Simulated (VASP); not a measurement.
Here is a VASP 6.6.1 calculation.

File POSCAR:

```
Ru
1.0
    2.7058000014      0.0000000000      0.0000000000
   -1.3529000007      2.3432915388      0.0000000000
    0.0000000000      0.0000000000     22.4228500000
Ru
4
Direct
    0.3333333333      0.6666666667      0.3604116506
    0.6666666667      0.3333333333      0.4518304715
    0.3333333333      0.6666666667      0.5481695295
    0.6666666667      0.3333333333      0.6395883485
```

Contents of INCAR.step1:

```
PREC = Accurate
ENCUT = 520
ISMEAR = -1
SIGMA = 0.1
LREAL = F
LASPH = T
NELM = 60
LDIPOL = T
IDIPOL = 3
DIPOL = 0.5 0.5 0.500
NBANDS = 36
GGA = PE
ALGO = Normal
EDIFF = 1E-4
LWAVE = T
LCHARG = F
```

The input INCAR.step2:

```
PREC = Accurate
ENCUT = 520
EDIFF = 1E-7
ISMEAR = -1
SIGMA = 0.1
LREAL = F
LASPH = T
NELM = 60
ALGO = Normal
ISIF = 2
LWAVE = F
LCHARG = F
LDIPOL = T
IDIPOL = 3
DIPOL = 0.5 0.5 0.500
METAGGA = R2SCAN
LMIXTAU = T
NBANDS = 36
ISTART = 1
```

KPOINTS

```
Automatic mesh
0
Gamma
  8 8 1
```

Potentials or basis: VASP PAW PBE potentials, release 64 (Ru_pv).

Command:

```bash
$ cat potpaw_PBE.64/Ru_pv/POTCAR > POTCAR
$ cp INCAR.step1 INCAR
$ mpirun -np 1 vasp_std > vasp.out
$ cp INCAR.step2 INCAR
$ mpirun -np 1 vasp_std > vasp.out
```

Problem. Estimate the band gap on the k mesh.

Solution. Zero (band 28 reaches 3.32 eV, above the bottom of band 29 at 0.95 eV).

Problem. What does it give for the largest force?

Solution. 0.097 eV/Å.

Forces on the atoms (eV/Å):
```
Ru   0.000  0.000 -0.097
Ru   0.000  0.000  0.028
Ru   0.000  0.000 -0.028
Ru   0.000  0.000  0.097
```

Caveat: the PAW data sets were made with another functional, which shifts forces and pressure a little.
